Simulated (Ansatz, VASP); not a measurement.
# RbZnBr3: VASP beside Ansatz

```
Rb Zn Br
1.0
     5.24862    0.00000    0.00000
     0.00000    5.24862    0.00000
     0.00000    0.00000    5.09116
Rb Zn Br
1 1 3
Direct
  0.00000 0.00000 0.00000
  0.50000 0.50000 0.50000
  0.50000 0.50000 0.00000
  0.50000 0.00000 0.50000
  0.00000 0.50000 0.50000
```

Change from the starting cell: uniaxial_z strain -3.0%.

Alike in both runs: task single point; functional r2SCAN; k mesh 6 × 6 × 6; no spin polarisation.

```csv
,VASP,Ansatz
version,VASP 6.6.1,Ansatz 0.2.0
potentials or method,"VASP PAW PBE potentials, release 64 (Rb_sv, Zn, Br)","plane waves, PAW"
plane-wave cutoff (eV),520,500
occupations,"gaussian, width 0.01 eV",fixed
valence electrons in the cell,42,42
```

```csv
,VASP,Ansatz,Ansatz less VASP
gap on the k mesh at the Fermi level (eV),0.82,0.83,+0.007
pressure (GPa),1.2,1.2,-0.03
"traceless stress, the component that is largest in VASP (GPa)",0.73,0.72,-0.009
```

VASP's potentials were made for PBE, not for r2SCAN.
